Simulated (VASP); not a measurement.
# SnS4 (P1) in VASP: single point with PBE

Aim: the single point of SnS4 with PBE.

Program: VASP 6.6.1. These are calculated values, not measurements. Logs are shortened: lines on timing, memory, paths and dates and some standing lists are left out, and cuts for length are marked.

### Step 1. The cell of the first run

The typed cell holds 10 atoms: a = 4.882 Å, b = 4.887 Å, c = 11.465 Å, α = 90.33°, β = 99.17°, γ = 90.17°.

### Step 2. Single point, PBE

File INCAR:

```
SYSTEM = SnS4
ALGO = Normal
EDIFF = 1E-6
ENCUT = 520
GGA = PE
ISIF = 2
ISMEAR = 0
LASPH = .True.
LCHARG = .False.
LREAL = .False.
LWAVE = .False.
NBANDS = 49
NELM = 80
PREC = Accurate
SIGMA = 0.1
```

File KPOINTS:

```
k-points
0
Gamma
  4 4 2
  0 0 0
```

File POSCAR:

```
SnS4
1.0
    4.8818066368      0.0000000000      0.0000000000
   -0.0146865752      4.8866656380      0.0000000000
   -1.8270033254     -0.0711554160     11.3184816268
Sn S
2 8
Direct
    0.6300552064      0.8028444648      0.2699518372
    0.8615800220      0.4384584108      0.7561276077
    0.9367640619      0.4167026212      0.9951607901
    0.9016119944      0.4945145535      0.5010601475
    0.3758469732      0.9485115533      0.9553987670
    0.3778254995      0.9712234691      0.4746818959
    0.3465121069      0.3382216782      0.0045527569
    0.2959537645      0.5741677082      0.5019885000
    0.1392132571      0.0604642589      0.2760107163
    0.1346371143      0.9548912821      0.7650669813
```

Potentials or basis: VASP PAW PBE potentials, release 64 (Sn_d, S).

Command:

```console
cat potpaw_PBE.64/Sn_d/POTCAR potpaw_PBE.64/S/POTCAR > POTCAR
mpirun -np 1 vasp_std > vasp.out
```

OUTCAR:

```text
SYSTEM = SnS4
   EDIFF = 1E-6
   ENCUT = 520
   GGA = PE
   ISIF = 2
   ISMEAR = 0
   LASPH = .True.
   LREAL = .False.
   NELM = 80
   PREC = Accurate

 ion  position               nearest neighbor table
   1  0.630  0.803  0.270-   9 2.72   9 2.77   6 2.93   4 3.16
   2  0.862  0.438  0.756-   3 2.71  10 2.71  10 2.84   4 2.98
   3  0.937  0.417  0.995-   7 2.02   2 2.71
   4  0.902  0.495  0.501-   8 1.96   2 2.98   1 3.16
   5  0.376  0.949  0.955-   7 1.99  10 2.31
   6  0.378  0.971  0.475-   8 2.02   9 2.43   1 2.93
   7  0.347  0.338  0.005-   5 1.99   3 2.02
   8  0.296  0.574  0.502-   4 1.96   6 2.02
   9  0.139  0.060  0.276-   6 2.43   1 2.72   1 2.77
  10  0.135  0.955  0.765-   5 2.31   2 2.71   2 2.84

  LATTYP: Found a triclinic cell.
 ALAT       =    11.7236902339
 B/A-ratio  =     0.4164052904
 C/A-ratio  =     0.4168216330
 COS(alpha) =     0.0030054254
 COS(beta)  =     0.0068524566
 COS(gamma) =     0.2605667030

  Lattice vectors:

 A1 = (  -3.0548033114,   0.0711554160, -11.3184816268)
 A2 = (  -4.8818066368,   0.0000000000,   0.0000000000)
 A3 = (  -0.0146865752,   4.8866656380,   0.0000000000)

Analysis of symmetry for initial positions (statically):
=====================================================================
 Subroutine PRICEL returns:
 Original cell was already a primitive cell.

 Routine SETGRP: Setting up the symmetry group for a
 triclinic supercell.

 Subroutine GETGRP returns: Found  1 space group operations
 (whereof  1 operations were pure point group operations)
 out of a pool of  2 trial point group operations.

The static configuration has the point symmetry C_1 .

Analysis of symmetry for dynamics (positions and initial velocities):
=====================================================================
 Subroutine PRICEL returns:
 Original cell was already a primitive cell.

 Routine SETGRP: Setting up the symmetry group for a
 triclinic supercell.

 Subroutine GETGRP returns: Found  1 space group operations
 (whereof  1 operations were pure point group operations)
 out of a pool of  2 trial point group operations.

The dynamic configuration has the point symmetry C_1 .

 Subroutine INISYM returns: Found  1 space group operations
 (whereof  1 operations are pure point group operations),
 and found     1 'primitive' translations

----------------------------------------------------------------------------------------

                                     Primitive cell

  volume of cell :     270.0109

  direct lattice vectors                    reciprocal lattice vectors
     4.881806637  0.000000000  0.000000000     0.204842198  0.000615641  0.033069028
    -0.014686575  4.886665638  0.000000000     0.000000000  0.204638515  0.001286492
    -1.827003325 -0.071155416 11.318481627     0.000000000  0.000000000  0.088351073

  length of vectors
     4.881806637  4.886687708 11.465209574     0.207495218  0.204642559  0.088351073

  position of ions in fractional coordinates (direct lattice)
     0.630055206  0.802844465  0.269951837
     0.861580022  0.438458411  0.756127608
     0.936764062  0.416702621  0.995160790
     0.901611994  0.494514553  0.501060147
     0.375846973  0.948511553  0.955398767
     0.377825499  0.971223469  0.474681896
     0.346512107  0.338221678  0.004552757
     0.295953764  0.574167708  0.501988500
     0.139213257  0.060464259  0.276010716
     0.134637114  0.954891282  0.765066981

  ion indices of the primitive-cell ions
   primitive index   ion index
                 1           1
                 2           2
                 3           3
                 4           4
                 5           5
                 6           6
                 7           7
                 8           8
                 9           9
                10          10

----------------------------------------------------------------------------------------

 KPOINTS: k-points

Automatic generation of k-mesh.
 Grid dimensions read from file:
 generate k-points for:    4    4    2

 Generating k-lattice:

  Cartesian coordinates                     Fractional coordinates (reciprocal lattice)
     0.051210549  0.000153910  0.008267257     0.250000000  0.000000000  0.000000000
     0.000000000  0.051159629  0.000321623     0.000000000  0.250000000  0.000000000
     0.000000000  0.000000000  0.044175537     0.000000000  0.000000000  0.500000000

  Length of vectors
     0.051873805  0.051160640  0.044175537

  Shift w.r.t. Gamma in fractional coordinates (k-lattice)
     0.000000000  0.000000000  0.000000000

 Subroutine IBZKPT returns following result:
 ===========================================

 Found     20 irreducible k-points:

 Following reciprocal coordinates:
            Coordinates               Weight
  0.000000  0.000000  0.000000      1.000000
  0.250000  0.000000 -0.000000      2.000000
  0.500000  0.000000 -0.000000      1.000000
  0.000000  0.250000 -0.000000      2.000000
  0.250000  0.250000 -0.000000      2.000000
  0.500000  0.250000 -0.000000      2.000000
[... 12 lines left out ...]
  0.250000  0.500000  0.500000      2.000000
  0.500000  0.500000  0.500000      1.000000
   k-points           NKPTS =     20   k-points in BZ     NKDIM =     20   number of bands    NBANDS=     49
   number of dos      NEDOS =    301   number of ions     NIONS =     10
   total plane-waves  NPLWV = 116640
   dimension x,y,z NGX =    36 NGY =   36 NGZ =   90
   dimension x,y,z NGXF=    72 NGYF=   72 NGZF=  180
   ions per type =               2   8
   NGX,Y,Z   is equivalent  to a cutoff of  12.26, 12.25, 13.05 a.u.
   NGXF,Y,Z  is equivalent  to a cutoff of  24.52, 24.49, 26.10 a.u.
 SYSTEM =  SnS4
   PREC   = accura    normal or accurate (medium, high low for compatibility)
   ISTART =      0    job   : 0-new  1-cont  2-samecut
   ICHARG =      2    charge: 1-file 2-atom 10-const
   ISPIN  =      1    spin polarized calculation?
   LNONCOLLINEAR =      F non collinear calculations
   LSORBIT =      F    spin-orbit coupling
   LASPH  =      T    aspherical Exc in radial PAW
   ENCUT  =  520.0 eV  38.22 Ry    6.18 a.u.   9.08  9.09 21.32*2*pi/ulx,y,z
   NELM   =     80;   NELMIN=  2; NELMDL= -5     # of ELM steps
   EDIFF  = 0.1E-05   stopping-criterion for ELM
   LREAL  =      F    real-space projection
[... 7 lines left out ...]
   TEBEG  =    0.0;   TEEND  =   0.0 temperature during run
   PSTRESS=    0.0 pullay stress
   NELECT =      76.0000    total number of electrons
   NUPDOWN=      -1.0000    fix difference up-down
   EMIN   =  10.00;   EMAX   =-10.00  energy-range for DOS
   EFERMI =   0.00;   METHOD = LEGACY
   ISMEAR =     0;   SIGMA  =   0.10  broadening in eV -4-tet -1-fermi 0-gaus
   EFERMI_NEDOS =   21; number of points for ismear=-14 and -15
   IALGO  =     38    algorithm
   IMIX   =      4    mixing-type and parameters
     AMIX     =   0.40;   BMIX     =  1.00
     AMIX_MAG =   1.60;   BMIX_MAG =  1.00
  volume/ion in A,a.u.               =      27.00       182.21
  Fermi-wavevector in a.u.,A,eV,Ry     =   1.072883  2.027454 15.661357  1.151077
  Thomas-Fermi vector in A             =   2.208666
   LORBIT       =      0    0 simple, 1 ext, 2 COOP (PROOUT), +10 PAW based schemes
   GGA     = PE    functional components
   LHFCALC =     F    Hartree Fock is set to
   AEXX    =    0.0000 exact exchange contribution
   IVDW    =     0    specifies the selected vdW correction
   LEPSILON=     F    determine dielectric tensor
   LRPA    =     F    only Hartree local field effects (RPA)
 non-spin polarized calculation
 Gauss-broadening in eV      SIGMA  =   0.10
  energy-cutoff  :      520.00
  volume of cell :      270.01
 maximum number of plane-waves:      7294
   NGX = 19   NGY = 19   NGZ = 43

 number of electron      76.0000003 magnetization

 Free energy of the ion-electron system (eV)
  ---------------------------------------------------
  ext. energy  EPLUGINS =         0.00000000
  ---------------------------------------------------
  free energy    TOTEN  =       -39.47761392 eV

  energy without entropy =      -39.47760773  energy(sigma->0) =      -39.47761082

 E-fermi :   3.7244     XC(G=0):  -8.5497

 val. band max:        3.4723793888   @ k =   0.5000   0.5000  -0.0000
 cond. band min:       3.9762960299   @ k =   0.5000   0.0000  -0.0000
 fundamental gap:      0.5039166411
 Fermi energy:         3.7243796271

 k-point     1 :       0.0000    0.0000    0.0000
  band No.  band energies     occupation
      1     -18.4453      2.00000
      2     -18.4433      2.00000
      3     -18.3916      2.00000
      4     -18.3806      2.00000
      5     -18.3642      2.00000
      6     -18.0043      2.00000
[... 41 lines left out ...]
     48       7.7940      0.00000
     49       8.4283      0.00000

 k-point     2 :       0.2500    0.0000   -0.0000
  band No.  band energies     occupation
      1     -18.4453      2.00000
      2     -18.4434      2.00000
      3     -18.3937      2.00000
      4     -18.3793      2.00000
      5     -18.3619      2.00000
      6     -18.0035      2.00000
[... 41 lines left out ...]
     48       7.7149      0.00000
     49       8.0099      0.00000

 k-point     3 :       0.5000    0.0000   -0.0000
  band No.  band energies     occupation
      1     -18.4454      2.00000
      2     -18.4434      2.00000
      3     -18.3953      2.00000
      4     -18.3788      2.00000
      5     -18.3593      2.00000
      6     -18.0027      2.00000
[... 41 lines left out ...]
     48       7.6383      0.00000
     49       7.9904      0.00000

 k-point     4 :       0.0000    0.2500   -0.0000
  band No.  band energies     occupation
      1     -18.4446      2.00000
      2     -18.4435      2.00000
      3     -18.3918      2.00000
      4     -18.3805      2.00000
      5     -18.3640      2.00000
      6     -18.0038      2.00000
[... 769 lines left out ...]
     48       7.4205      0.00000
     49       8.7963      0.00000

 k-point    19 :       0.2500    0.5000    0.5000
  band No.  band energies     occupation
      1     -18.4444      2.00000
      2     -18.4433      2.00000
      3     -18.3942      2.00000
      4     -18.3793      2.00000
      5     -18.3615      2.00000
      6     -18.0028      2.00000
[... 41 lines left out ...]
     48       7.3149      0.00000
     49       7.5767      0.00000

 k-point    20 :       0.5000    0.5000    0.5000
  band No.  band energies     occupation
      1     -18.4446      2.00000
      2     -18.4433      2.00000
      3     -18.3960      2.00000
      4     -18.3788      2.00000
      5     -18.3589      2.00000
      6     -18.0022      2.00000
[... 41 lines left out ...]
     48       7.2037      0.00000
     49       7.3929      0.00000

------------------------ aborting loop because EDIFF is reached ----------------------------------------

  FORCE on cell =-STRESS in cart. coord.  units (eV):
  Direction    XX          YY          ZZ          XY          YZ          ZX
  --------------------------------------------------------------------------------------
  -------------------------------------------------------------------------------------
  Total        3.8169268      2.5696706     -4.8802804     -0.6278638      1.6704480     -1.8992587
  in kB       22.6486877     15.2477820    -28.9583619     -3.7255866      9.9120204    -11.2697257
  external PRESSURE =       2.9793693 kB  Pullay stress =       0.0000000 kB

 VOLUME and BASIS-vectors are now :
 -----------------------------------------------------------------------------
  energy-cutoff  :      520.00
  volume of cell :      270.01
      direct lattice vectors                 reciprocal lattice vectors
     4.881806637  0.000000000  0.000000000     0.204842198  0.000615641  0.033069028
    -0.014686575  4.886665638  0.000000000     0.000000000  0.204638515  0.001286492
    -1.827003325 -0.071155416 11.318481627     0.000000000  0.000000000  0.088351073

 POSITION                                       TOTAL-FORCE (eV/Angst)
 -----------------------------------------------------------------------------------
      2.57081      3.90402      3.05544         0.329278     -0.312422      0.178369
      2.81818      2.08880      8.55822        -0.550661     -0.015290      0.406967
      2.74882      1.96548     11.26371        -0.148796      0.130634     -0.061938
      3.47879      2.38087      5.67124        -0.704701      0.305157     -0.300322
      0.07537      4.56708     10.81366        -0.241174     -0.241410     -0.936234
      0.96296      4.71227      5.37268        -0.495367      0.319242     -0.919348
      1.67832      1.65245      0.05153         0.152264      0.185979      0.013657
      0.51922      2.77005      5.68175         1.021309     -0.153749     -0.139747
      0.17445      0.27583      3.12402        -0.038086     -0.178338      0.868757
     -0.75453      4.61180      8.65940         0.675934     -0.039803      0.889838
 -----------------------------------------------------------------------------------
    total drift:                               -0.001436      0.000804      0.000875

  FREE ENERGIE OF THE ION-ELECTRON SYSTEM (eV)
  ---------------------------------------------------
  free  energy   TOTEN  =       -39.4776139207 eV

  energy  without entropy=      -39.4776077251  energy(sigma->0) =      -39.47761082
```

It took 2.6 min on 1 thread of Intel Xeon 6975P-C (Granite Rapids), shared host; peak memory 0.44 GiB.

What came out:

```
Free energy            : -39.4776 eV
Pressure               : 0.3 GPa
Largest force          : 1.118 eV/Å
Band gap on the k mesh : 0.50 eV (least direct gap 0.78 eV)
```

Forces on the atoms (eV/Å):
```
Sn   0.329 -0.312  0.178
Sn  -0.551 -0.015  0.407
S   -0.149  0.131 -0.062
S   -0.705  0.305 -0.300
S   -0.241 -0.241 -0.936
S   -0.495  0.319 -0.919
S    0.152  0.186  0.014
S    1.021 -0.154 -0.140
S   -0.038 -0.178  0.869
S    0.676 -0.040  0.890
```

Stress tensor (GPa, compression positive):
```
 2.26 -0.37 -1.13
-0.37  1.52  0.99
-1.13  0.99 -2.90
```

Caveat: spin-orbit coupling is left out, which moves the levels of the heavy elements; forces of over 1 eV/Å act on the atoms, so gaps and moduli don't describe the material at rest. A k mesh can miss the band edges.
